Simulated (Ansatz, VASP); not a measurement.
## BaS in VASP and in Ansatz

```xyz
2
Lattice="0.0000 3.1286 3.1286 3.1286 0.0000 3.1286 3.1286 3.1286 0.0000" Properties=species:S:1:pos:R:3 pbc="T T T"
Ba    0.0000    0.0000    0.0000
S     3.1286    3.1286    3.1286
```

Change from the starting cell: volume scaled by 0.94, PAW files.

Alike in both runs: task electric field gradients; functional PBEsol; k mesh 8 × 8 × 8; occupations fermi-dirac, width 0.02 eV; no spin polarisation.

```csv
,VASP,Ansatz
version,VASP 6.6.1,Ansatz 0.2.0
potentials or method,"VASP PAW PBE potentials, release 64 (Ba_sv, S)","PAW with Ansatz's default frozen-core files, scalar-relativistic"
plane-wave cutoff (eV),520,420
valence electrons in the cell,16,16
```

```csv
,VASP,Ansatz,Ansatz less VASP
gap on the k mesh at the Fermi level (eV),1.86,1.97,+0.113
pressure (GPa),2.6,1.8,-0.78
```

VASP's potentials were made for PBE, not for PBEsol.

Neither program's run includes spin-orbit coupling.
